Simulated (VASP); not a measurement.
# SrAgI3 (Pm-3m) in VASP: further runs

SrAgI3 is run at these levels: PBE; tasks: relaxation of cell and atoms.

Everything below comes from runs of VASP 6.6.1. Logs are shortened: lines on timing, memory, paths and dates and some standing lists are left out, and cuts for length are marked.

### Step 1. The cell of the first run

The structure is cubic, space group Pm-3m (No. 221). The conventional cell has a = 5.435 Å, b = 5.435 Å, c = 5.435 Å, α = 90.00°, β = 90.00°, γ = 90.00°. Within 5.0 Å of Sr (site symmetry m-3m) lie 12 I at 3.84 Å and 8 Ag at 4.71 Å. Within 3.6 Å of Ag (site symmetry m-3m) lie 6 I at 2.72 Å. Within 3.6 Å of I (site symmetry 4/mmm) lie 2 Ag at 2.72 Å.

The cell was generated, and may not be a known phase.

### Step 2. Relaxation of cell and atoms, PBE

The input, INCAR:

```
PREC = Accurate
ENCUT = 600
EDIFF = 1E-7
ISMEAR = 0
SIGMA = 0.1
LREAL = F
LASPH = T
NELM = 80
ALGO = Normal
ISIF = 3
LWAVE = F
LCHARG = F
GGA = PE
IBRION = 2
NSW = 90
EDIFFG = -0.04
```

The input, KPOINTS:

```
Automatic mesh
0
Gamma
  4 4 4
```

The input, POSCAR:

```
SrAgI3
1.0
    5.4349799500      0.0000000000      0.0000000000
    0.0000000000      5.4349799500      0.0000000000
    0.0000000000      0.0000000000      5.4349799500
Sr Ag I
1 1 3
Direct
    0.0000000000      0.0000000000      0.0000000000
    0.5000000000      0.5000000000      0.5000000000
    0.5000000000      0.5000000000      0.0000000000
    0.0000000000      0.5000000000      0.5000000000
    0.5000000000      0.0000000000      0.5000000000
```

Potentials or basis: VASP PAW PBE potentials, release 64 (Sr_sv, Ag, I).

Launch:

```console
$ cat potpaw_PBE.64/Sr_sv/POTCAR potpaw_PBE.64/Ag/POTCAR potpaw_PBE.64/I/POTCAR > POTCAR
$ mpirun -np 1 vasp_std > vasp.out
```

OUTCAR:

```text
PREC = Accurate
   ENCUT = 600
   EDIFF = 1E-7
   ISMEAR = 0
   LREAL = F
   LASPH = T
   NELM = 80
   ISIF = 3
   GGA = PE
   IBRION = 2
   NSW = 90
   EDIFFG = -0.04

 ion  position               nearest neighbor table
   1  0.000  0.000  0.000-   3 3.84   4 3.84   5 3.84   4 3.84   5 3.84   3 3.84   4 3.84   4 3.84
                             3 3.84   5 3.84   5 3.84   3 3.84
   2  0.500  0.500  0.500-   3 2.72   4 2.72   5 2.72   3 2.72   5 2.72   4 2.72
   3  0.500  0.500  0.000-   2 2.72   2 2.72   1 3.84   1 3.84   1 3.84   1 3.84
   4  0.000  0.500  0.500-   2 2.72   2 2.72   1 3.84   1 3.84   1 3.84   1 3.84
   5  0.500  0.000  0.500-   2 2.72   2 2.72   1 3.84   1 3.84   1 3.84   1 3.84

  LATTYP: Found a simple cubic cell.
 ALAT       =     5.4349799500

  Lattice vectors:

 A1 = (   5.4349799500,   0.0000000000,   0.0000000000)
 A2 = (   0.0000000000,   5.4349799500,   0.0000000000)
 A3 = (   0.0000000000,   0.0000000000,   5.4349799500)

Analysis of symmetry for initial positions (statically):
=====================================================================
 Subroutine PRICEL returns:
 Original cell was already a primitive cell.

 Routine SETGRP: Setting up the symmetry group for a
 simple cubic supercell.

 Subroutine GETGRP returns: Found 48 space group operations
 (whereof 48 operations were pure point group operations)
 out of a pool of 48 trial point group operations.

The static configuration has the point symmetry O_h .

Analysis of symmetry for dynamics (positions and initial velocities):
=====================================================================
 Subroutine PRICEL returns:
 Original cell was already a primitive cell.

 Routine SETGRP: Setting up the symmetry group for a
 simple cubic supercell.

 Subroutine GETGRP returns: Found 48 space group operations
 (whereof 48 operations were pure point group operations)
 out of a pool of 48 trial point group operations.

The dynamic configuration has the point symmetry O_h .

 Subroutine INISYM returns: Found 48 space group operations
 (whereof 48 operations are pure point group operations),
 and found     1 'primitive' translations

----------------------------------------------------------------------------------------

                                     Primitive cell

  volume of cell :     160.5439

  direct lattice vectors                    reciprocal lattice vectors
     5.434979950  0.000000000  0.000000000     0.183993319  0.000000000  0.000000000
     0.000000000  5.434979950  0.000000000     0.000000000  0.183993319  0.000000000
     0.000000000  0.000000000  5.434979950     0.000000000  0.000000000  0.183993319

  length of vectors
     5.434979950  5.434979950  5.434979950     0.183993319  0.183993319  0.183993319

[... 60 lines left out ...]
   NGXF,Y,Z  is equivalent  to a cutoff of  29.36, 29.36, 29.36 a.u.
 SYSTEM =  unknown system
   PREC   = accura    normal or accurate (medium, high low for compatibility)
   ISTART =      0    job   : 0-new  1-cont  2-samecut
   ICHARG =      2    charge: 1-file 2-atom 10-const
   ISPIN  =      1    spin polarized calculation?
   LNONCOLLINEAR =      F non collinear calculations
   LSORBIT =      F    spin-orbit coupling
   LASPH  =      T    aspherical Exc in radial PAW
   ENCUT  =  600.0 eV  44.10 Ry    6.64 a.u.  10.86 10.86 10.86*2*pi/ulx,y,z
   NELM   =     80;   NELMIN=  2; NELMDL= -5     # of ELM steps
   EDIFF  = 0.1E-06   stopping-criterion for ELM
   LREAL  =      F    real-space projection
   EDIFFG = -.4E-01   stopping-criterion for IOM
   NSW    =     90    number of steps for IOM
   IBRION =      2    ionic relax: 0-MD 1-quasi-New 2-CG
   NFREE  =      1    steps in history (QN), initial steepest desc. (CG)
   ISIF   =      3    stress and relaxation
   ISYM   =      2    0-nonsym 1-usesym 2-fastsym
   POTIM  = 0.5000    time-step for ionic-motion
   TEBEG  =    0.0;   TEEND  =   0.0 temperature during run
   PSTRESS=    0.0 pullay stress
   NELECT =      42.0000    total number of electrons
   NUPDOWN=      -1.0000    fix difference up-down
   EMIN   =  10.00;   EMAX   =-10.00  energy-range for DOS
   EFERMI =   0.00;   METHOD = LEGACY
   ISMEAR =     0;   SIGMA  =   0.10  broadening in eV -4-tet -1-fermi 0-gaus
   EFERMI_NEDOS =   21; number of points for ismear=-14 and -15
   IALGO  =     38    algorithm
   IMIX   =      4    mixing-type and parameters
     AMIX     =   0.40;   BMIX     =  1.00
     AMIX_MAG =   1.60;   BMIX_MAG =  1.00
  volume/ion in A,a.u.               =      32.11       216.68
  Fermi-wavevector in a.u.,A,eV,Ry     =   1.047032  1.978604 14.915742  1.096276
  Thomas-Fermi vector in A             =   2.181895
   LORBIT       =      0    0 simple, 1 ext, 2 COOP (PROOUT), +10 PAW based schemes
   GGA     = PE    functional components
   LHFCALC =     F    Hartree Fock is set to
   AEXX    =    0.0000 exact exchange contribution
   IVDW    =     0    specifies the selected vdW correction
   LEPSILON=     F    determine dielectric tensor
   LRPA    =     F    only Hartree local field effects (RPA)
 conjugate gradient relaxation of ions
 non-spin polarized calculation
 Gauss-broadening in eV      SIGMA  =   0.10
  energy-cutoff  :      600.00
  volume of cell :      160.54
 maximum number of plane-waves:      5400
 NGX is ok and might be reduce to    48
   NGX = 21   NGY = 21   NGZ = 21

--------------------------------------- Ionic step        1  -------------------------------------------

 number of electron      41.9999999 magnetization

 Free energy of the ion-electron system (eV)
  ---------------------------------------------------
  ext. energy  EPLUGINS =         0.00000000
  ---------------------------------------------------
  free energy    TOTEN  =       -12.05885677 eV

  energy without entropy =      -12.04569499  energy(sigma->0) =      -12.05227588

 E-fermi :   6.3948     XC(G=0):  -9.0718

 val. band max:        6.3876168110   @ k =   0.5000   0.5000   0.5000
 cond. band min:       6.4363137882   @ k =   0.2500   0.0000   0.0000
 fundamental gap:      0.0486969772
 Fermi energy:         6.3948313366

 k-point     1 :       0.0000    0.0000    0.0000
  band No.  band energies     occupation
      1     -31.7751      2.00000
      2     -13.6818      2.00000
      3     -13.6818      2.00000
      4     -13.6818      2.00000
      5      -8.4838      2.00000
      6      -7.2750      2.00000
[... 346 lines left out ...]
--------------------------------------- Ionic step        3  -------------------------------------------

 number of electron      42.0000002 magnetization

 Free energy of the ion-electron system (eV)
  ---------------------------------------------------
  ext. energy  EPLUGINS =         0.00000000
  ---------------------------------------------------
  free energy    TOTEN  =       -12.79194126 eV

  energy without entropy =      -12.78796494  energy(sigma->0) =      -12.78995310

 E-fermi :   4.1376     XC(G=0):  -8.2055

 val. band max:        4.0540127505   @ k =   0.5000   0.5000   0.5000
 cond. band min:       4.4387037263   @ k =   0.5000   0.5000   0.5000
 fundamental gap:      0.3846909758
 Fermi energy:         4.1375563010

 k-point     1 :       0.0000    0.0000    0.0000
  band No.  band energies     occupation
      1     -34.2375      2.00000
      2     -16.1063      2.00000
      3     -16.1063      2.00000
      4     -16.1063      2.00000
      5      -9.3580      2.00000
      6      -8.6072      2.00000
[... 301 lines left out ...]
  FREE ENERGIE OF THE ION-ELECTRON SYSTEM (eV)
  ---------------------------------------------------
  free  energy   TOTEN  =       -12.7919412580 eV

  energy  without entropy=      -12.7879649379  energy(sigma->0) =      -12.78995310

 reached required accuracy - stopping structural energy minimisation
```

OSZICAR:

```text
N       E                     dE             d eps       ncg     rms          rms(c)
DAV:   1     0.276881759901E+03    0.27688E+03   -0.19944E+04   500   0.164E+03
DAV:   2     0.743250766345E+01   -0.26945E+03   -0.26527E+03   617   0.284E+02
DAV:   3    -0.117876652397E+02   -0.19220E+02   -0.19159E+02   637   0.698E+01
[... 37 lines left out ...]
DAV:   8    -0.127919447248E+02   -0.14628E-04   -0.12159E-04   719   0.750E-02    0.210E-02
DAV:   9    -0.127919415037E+02    0.32211E-05   -0.89979E-06   646   0.150E-02    0.659E-03
DAV:  10    -0.127919408669E+02    0.63675E-06   -0.26027E-06   709   0.159E-02    0.400E-03
DAV:  11    -0.127919413001E+02   -0.43321E-06   -0.57898E-07   554   0.514E-03    0.224E-03
DAV:  12    -0.127919412580E+02    0.42127E-07   -0.79866E-08   310   0.326E-03
   3 F= -.12791941E+02 E0= -.12789953E+02  d E =-.733084E+00
```

CONTCAR:

```text
SrAgI3
   1.00000000000000
     5.8045066702041508    0.0000000000000000    0.0000000000000000
    -0.0000000000000000    5.8045066702041508    0.0000000000000000
     0.0000000000000000   -0.0000000000000000    5.8045066702041508
  Sr              Ag              I
     1     1     3
Direct
     0.0000000000000000    0.0000000000000000    0.0000000000000000
     0.5000000000000000    0.5000000000000000    0.5000000000000000
     0.5000000000000000    0.5000000000000000    0.0000000000000000
     0.0000000000000000    0.5000000000000000    0.5000000000000000
     0.5000000000000000    0.0000000000000000    0.5000000000000000

  0.00000000E+00  0.00000000E+00  0.00000000E+00
  0.00000000E+00  0.00000000E+00  0.00000000E+00
  0.00000000E+00  0.00000000E+00  0.00000000E+00
  0.00000000E+00  0.00000000E+00  0.00000000E+00
  0.00000000E+00  0.00000000E+00  0.00000000E+00
```

It took 9.5 min on 1 thread of Intel Xeon 8259CL, shared host; peak memory 0.37 GiB.

Results:

- Free energy: -12.7919 eV
- Relaxed volume: 39.11 Å³/atom
- Relaxed cell: a = 5.805 Å, b = 5.805 Å, c = 5.805 Å, α = 90.00°, β = 90.00°, γ = 90.00°
- Space group after relaxing (to 0.1 Å): Pm-3m (No. 221)
- Energy gained by relaxing: 146.6 meV/atom
- Ionic steps: 3
- Pressure after relaxing: 0.0 GPa
- Band gap on the k mesh: zero (bands 21 and 22 overlap by 0.10 eV)

Step by step:
```csv
step,energy change (eV),largest force (eV/Å),pressure (GPa),volume (Å³)
1,0.0000,0.0000,7.95,160.54
2,-0.7247,0.0000,-0.56,200.49
3,-0.7331,0.0000,0.03,195.57
```

Final structure:
```
Sr Ag I
1.0
     5.80451    0.00000    0.00000
     0.00000    5.80451    0.00000
     0.00000    0.00000    5.80451
Sr Ag I
1 1 3
Direct
  0.00000 0.00000 0.00000
  0.50000 0.50000 0.50000
  0.50000 0.50000 0.00000
  0.00000 0.50000 0.50000
  0.50000 0.00000 0.50000
```

Levels at points of the mesh, in eV from the Fermi level:
```csv
k point,band 19,band 20,band 21,band 22,band 23,band 24
"(0.00, 0.00, 0.00)",-2.02,-2.02,-2.02,-0.18,0.60,1.18
"(0.50, 0.00, 0.00)",-2.38,-2.26,-2.26,1.61,1.81,2.23
"(0.50, 0.50, 0.00)",-2.58,-1.77,-0.10,1.57,1.97,2.61
"(0.50, 0.50, 0.50)",-1.70,-0.08,-0.08,0.30,1.75,1.75
```

Caveat: the volume moved by over 15 % at a fixed basis, so the end points are rough; semilocal functionals underestimate gaps, and a narrow one can read as zero; spin-orbit coupling is left out, which moves the levels of the heavy elements.

### Step 3. Relaxation of cell and atoms, PBE

This run uses another cell than the first one, of 39.11 Å³/atom.

The input, INCAR:

```
SYSTEM = SrAgI3
PREC = Accurate
ENCUT = 600
EDIFF = 1E-7
ISMEAR = 0
SIGMA = 0.1
LREAL = .False.
LASPH = .True.
NELM = 80
ALGO = Normal
ISIF = 3
LWAVE = .False.
LCHARG = .False.
GGA = PE
IBRION = 2
NSW = 100
EDIFFG = -0.01
```

The input, KPOINTS:

```
regular mesh
0
Gamma
  8 8 8
  0 0 0
```

POSCAR: that of step 2 with these lines changed.

```diff
@@ -2,5 +2,5 @@
 1.0
-    5.4349799500      0.0000000000      0.0000000000
-    0.0000000000      5.4349799500      0.0000000000
-    0.0000000000      0.0000000000      5.4349799500
+    5.8042160961      0.0000000000      0.0000000000
+    0.0000000000      5.8042160961      0.0000000000
+    0.0000000000      0.0000000000      5.8042160961
 Sr Ag I
```

Potentials or basis: VASP PAW PBE potentials, release 64 (Sr_sv, Ag, I).

Launch:

```console
$ cat potpaw_PBE.64/Sr_sv/POTCAR potpaw_PBE.64/Ag/POTCAR potpaw_PBE.64/I/POTCAR > POTCAR
$ mpirun -np 1 vasp_std > vasp.out
```

OUTCAR:

```text
SYSTEM = SrAgI3
   PREC = Accurate
   ENCUT = 600
   EDIFF = 1E-7
   ISMEAR = 0
   LREAL = .False.
   LASPH = .True.
   NELM = 80
   ISIF = 3
   GGA = PE
   IBRION = 2
   NSW = 100
   EDIFFG = -0.01

 ion  position               nearest neighbor table
   1  0.000  0.000  0.000-   3 4.10   4 4.10   5 4.10   4 4.10   5 4.10   3 4.10   4 4.10   4 4.10
                             3 4.10   5 4.10   5 4.10   3 4.10
   2  0.500  0.500  0.500-   3 2.90   4 2.90   5 2.90   3 2.90   5 2.90   4 2.90
   3  0.500  0.500  0.000-   2 2.90   2 2.90   1 4.10   1 4.10   1 4.10   1 4.10
   4  0.000  0.500  0.500-   2 2.90   2 2.90   1 4.10   1 4.10   1 4.10   1 4.10
   5  0.500  0.000  0.500-   2 2.90   2 2.90   1 4.10   1 4.10   1 4.10   1 4.10

  LATTYP: Found a simple cubic cell.
 ALAT       =     5.8042160961

  Lattice vectors:

 A1 = (   5.8042160961,   0.0000000000,   0.0000000000)
 A2 = (   0.0000000000,   5.8042160961,   0.0000000000)
 A3 = (   0.0000000000,   0.0000000000,   5.8042160961)

Analysis of symmetry for initial positions (statically):
=====================================================================
 Subroutine PRICEL returns:
 Original cell was already a primitive cell.

 Routine SETGRP: Setting up the symmetry group for a
 simple cubic supercell.

 Subroutine GETGRP returns: Found 48 space group operations
 (whereof 48 operations were pure point group operations)
 out of a pool of 48 trial point group operations.

The static configuration has the point symmetry O_h .

Analysis of symmetry for dynamics (positions and initial velocities):
=====================================================================
 Subroutine PRICEL returns:
 Original cell was already a primitive cell.

 Routine SETGRP: Setting up the symmetry group for a
 simple cubic supercell.

 Subroutine GETGRP returns: Found 48 space group operations
[... 186 lines left out ...]
      2.90211      0.00000      2.90211         0.000000      0.000000      0.000000
 -----------------------------------------------------------------------------------
    total drift:                                0.000000     -0.000000     -0.000000

  FREE ENERGIE OF THE ION-ELECTRON SYSTEM (eV)
  ---------------------------------------------------
  free  energy   TOTEN  =       -12.7914740579 eV

  energy  without entropy=      -12.7892097371  energy(sigma->0) =      -12.79034190

--------------------------------------- Ionic step        2  -------------------------------------------

 number of electron      42.0000003 magnetization

 Free energy of the ion-electron system (eV)
  ---------------------------------------------------
  ext. energy  EPLUGINS =         0.00000000
  ---------------------------------------------------
  free energy    TOTEN  =       -12.79161000 eV

  energy without entropy =      -12.78941257  energy(sigma->0) =      -12.79051129

 E-fermi :   4.1053     XC(G=0):  -8.1926

 val. band max:        4.0435538818   @ k =   0.5000   0.5000   0.5000
 cond. band min:       4.1213095887   @ k =   0.1250   0.0000   0.0000
 fundamental gap:      0.0777557070
 Fermi energy:         4.1053256423

 k-point     1 :       0.0000    0.0000    0.0000
  band No.  band energies     occupation
      1     -34.2853      2.00000
      2     -16.1533      2.00000
      3     -16.1533      2.00000
      4     -16.1533      2.00000
      5      -9.3609      2.00000
      6      -8.6147      2.00000
[... 661 lines left out ...]
     24       6.2755      0.00000
     25       6.5537      0.00000

 [... further k-points ...]

------------------------ aborting loop because EDIFF is reached ----------------------------------------

  FORCE on cell =-STRESS in cart. coord.  units (eV):
  Direction    XX          YY          ZZ          XY          YZ          ZX
  --------------------------------------------------------------------------------------
  -------------------------------------------------------------------------------------
  Total        0.0090098      0.0090098      0.0090098      0.0000000     -0.0000000      0.0000000
  in kB        0.0736240      0.0736240      0.0736240      0.0000000     -0.0000000      0.0000000
  external PRESSURE =       0.0736240 kB  Pullay stress =       0.0000000 kB

 VOLUME and BASIS-vectors are now :
 -----------------------------------------------------------------------------
  energy-cutoff  :      600.00
  volume of cell :      196.07
      direct lattice vectors                 reciprocal lattice vectors
     5.809462191  0.000000000  0.000000000     0.172132973  0.000000000  0.000000000
    -0.000000000  5.809462191  0.000000000     0.000000000  0.172132973  0.000000000
    -0.000000000 -0.000000000  5.809462191     0.000000000 -0.000000000  0.172132973

 POSITION                                       TOTAL-FORCE (eV/Angst)
 -----------------------------------------------------------------------------------
      0.00000      0.00000      0.00000        -0.000000      0.000000      0.000000
      2.90473      2.90473      2.90473         0.000000     -0.000000      0.000000
      2.90473      2.90473      0.00000         0.000000      0.000000      0.000000
     -0.00000      2.90473      2.90473        -0.000000      0.000000      0.000000
      2.90473     -0.00000      2.90473        -0.000000      0.000000      0.000000
 -----------------------------------------------------------------------------------
    total drift:                                0.000000     -0.000000     -0.000000

  FREE ENERGIE OF THE ION-ELECTRON SYSTEM (eV)
  ---------------------------------------------------
  free  energy   TOTEN  =       -12.7916100035 eV

  energy  without entropy=      -12.7894125699  energy(sigma->0) =      -12.79051129

 reached required accuracy - stopping structural energy minimisation
```

CONTCAR:

```text
SrAgI3
   1.00000000000000
     5.8094621914014626    0.0000000000000000    0.0000000000000000
    -0.0000000000000000    5.8094621914014626    0.0000000000000000
    -0.0000000000000000   -0.0000000000000000    5.8094621914014626
  Sr              Ag              I
     1     1     3
Direct
     0.0000000000000000    0.0000000000000000    0.0000000000000000
     0.5000000000000000    0.5000000000000000    0.5000000000000000
     0.5000000000000000    0.5000000000000000    0.0000000000000000
     0.0000000000000000    0.5000000000000000    0.5000000000000000
     0.5000000000000000    0.0000000000000000    0.5000000000000000

  0.00000000E+00  0.00000000E+00  0.00000000E+00
  0.00000000E+00  0.00000000E+00  0.00000000E+00
  0.00000000E+00  0.00000000E+00  0.00000000E+00
  0.00000000E+00  0.00000000E+00  0.00000000E+00
  0.00000000E+00  0.00000000E+00  0.00000000E+00
```

Run time: 15 min. Hardware: 1 thread of Intel Xeon 8259CL, shared host; peak memory 0.5 GiB.

What came out:

```
Free energy                           : -12.7916 eV
Relaxed volume                        : 39.21 Å³/atom
Relaxed cell                          : a = 5.809 Å, b = 5.809 Å, c = 5.809 Å, α = 90.00°, β = 90.00°, γ = 90.00°
Space group after relaxing (to 0.1 Å) : Pm-3m (No. 221)
Energy gained by relaxing             : 0.0 meV/atom
Ionic steps                           : 2
Pressure after relaxing               : 0.0 GPa
Band gap on the k mesh                : zero (bands 21 and 22 overlap by 0.10 eV)
```

The path:
| step | energy change (eV) | largest force (eV/Å) | pressure (GPa) | volume (Å³) |
| --- | --- | --- | --- | --- |
| 1 | 0.0000 | 0.0000 | 0.08 | 195.54 |
| 2 | -0.0001 | 0.0000 | 0.01 | 196.07 |

Final structure:
```xyz
5
Lattice="5.8095 0.0000 0.0000 0.0000 5.8095 0.0000 0.0000 0.0000 5.8095" Properties=species:S:1:pos:R:3 pbc="T T T"
Sr    0.0000    0.0000    0.0000
Ag    2.9047    2.9047    2.9047
I     2.9047    2.9047    0.0000
I     0.0000    2.9047    2.9047
I     2.9047    0.0000    2.9047
```

Caveat: semilocal functionals underestimate gaps, and a narrow one can read as zero; spin-orbit coupling is left out, which moves the levels of the heavy elements.

The gap in the log of VASP goes by the Fermi energy; the results here count the filled bands.